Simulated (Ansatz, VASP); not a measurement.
# Two plane-wave programs on HfO2

```
CELL_PARAMETERS angstrom
0.00000 2.52207 2.52207
2.52207 0.00000 2.52207
2.52207 2.52207 0.00000
ATOMIC_POSITIONS crystal
Hf 0.00000 0.00000 0.00441
O 0.25000 0.25000 0.22542
O 0.75000 0.75000 0.72542
```

Change from the starting cell: mode 4 frozen in at -0.062 Å and mode 5 at -0.062 Å (largest displacements).

Alike in both runs: task single point; functional PBEsol; k mesh 8 × 8 × 8; occupations gaussian, width 0.05 eV; no spin polarisation.

|  | VASP | Ansatz |
| --- | --- | --- |
| version | VASP 6.6.1 | Ansatz 0.2.0 |
| potentials or method | VASP PAW PBE potentials, release 64 (Hf_pv, O), cutoff 520 eV | scalar-relativistic, plane waves, PAW |
| valence electrons in the cell | 22 | 38 |

|  | VASP | Ansatz | Ansatz less VASP |
| --- | --- | --- | --- |
| gap on the k mesh at the Fermi level (eV) | 3.71 | 3.70 | -0.013 |
| least direct gap on the mesh (eV) | 3.71 | 3.70 | -0.013 |
| pressure (GPa) | -2.5 | 1.2 | +3.74 |
| traceless stress, the component that is largest in VASP (GPa) | 1.07 | 1.07 | -0.003 |
| rms of the force components (eV/Å) | 0.261 | 0.269 | +0.0083 |

VASP's potentials were made for PBE, not for PBEsol, and Ansatz warns of the same on its side. Atom by atom the forces differ by 0.008 eV/Å (rms over components). The functional is the same, so the differences come from potentials, cutoffs and numerics. VASP's potentials hold 22 valence electrons a cell and Ansatz's 38, so a difference there can come from the potentials and not from the codes.

Neither program's run includes spin-orbit coupling.
